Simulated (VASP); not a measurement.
A run of VASP 6.6.1:

Contents of INCAR:

```
SYSTEM = ScB4
  PREC = Accurate
  ENCUT = 520
  EDIFF = 1E-6
  ISMEAR = 0
  SIGMA = 0.1
  LREAL = .FALSE.
  LASPH = .TRUE.
  NELM = 60
  ALGO = Normal
  ISIF = 2
  LWAVE = .FALSE.
  LCHARG = .FALSE.
  GGA = PE
  NBANDS = 20
```

File KPOINTS:

```
regular mesh
0
G
  6 6 4
  0 0 0
```

File POSCAR:

```
ScB4
1.0
    3.3364734772      0.0000000000      0.0000000000
    0.0000000000      3.3364734772      0.0000000000
    0.0000000000      0.0000000000      4.3814524304
Sc B
1 4
Direct
    0.0000000000      0.0000000000      0.5000000000
    0.5000000000      0.0000000000      0.0000000000
    0.0000000000      0.5000000000      0.0000000000
    0.5000000000      0.5000000000      0.0000000000
    0.5000000000      0.5000000000      0.5000000000
```

Potentials or basis: VASP PAW PBE potentials, release 64 (Sc_sv, B).

Command:

```console
$ cat potpaw_PBE.64/Sc_sv/POTCAR potpaw_PBE.64/B/POTCAR > POTCAR
$ mpirun -np 1 vasp_std > vasp.out
```

Hardware: 1 thread of Intel(R) Xeon(R) Platinum 8259CL CPU @ 2.50GHz (Skylake/Cascade Lake), with other jobs on the host.

Q: How long does it take, and how much memory?

A: Wall time 29 s on 1 thread of Intel(R) Xeon(R) Platinum 8259CL CPU @ 2.50GHz (Skylake/Cascade Lake), with other jobs on the host, peak memory 0.18 GiB. Counts: scf iterations 13, k points 30.
